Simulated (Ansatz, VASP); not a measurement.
## Two plane-wave programs on ZnSe

```
Zn Se
1.0
     0.00000    2.78367    2.78367
     2.78367    0.00000    2.78367
     2.78367    2.78367    0.00000
Zn Se
1 1
Cartesian
  0.0000 0.0000 0.0000
  1.3918 1.3918 1.3918
```

Alike in both runs: task single point; functional LDA; k mesh 8 × 8 × 8; occupations gaussian, width 0.02 eV; no spin polarisation.

|  | VASP | Ansatz |
| --- | --- | --- |
| version | VASP 6.6.1 | Ansatz 0.2.0 |
| potentials or method | VASP PAW LDA potentials, release 64 (Zn, Se), cutoff 500 eV | scalar-relativistic, plane waves, PAW |
| valence electrons in the cell | 18 | 28 |

```tsv
	VASP	Ansatz	Ansatz less VASP
gap on the k mesh at the Fermi level (eV)	1.29	1.25	-0.044
least direct gap on the mesh (eV)	1.29	1.25	-0.044
pressure (GPa)	0.4	0.0	-0.37
```

Ansatz warns that its potentials were made for another functional, while VASP's fit it. LDA's correlation is that of Perdew and Zunger in VASP and of Perdew and Wang (1992) in Ansatz. VASP's potentials hold 18 valence electrons a cell and Ansatz's 28, so a difference there can come from the potentials and not from the codes.
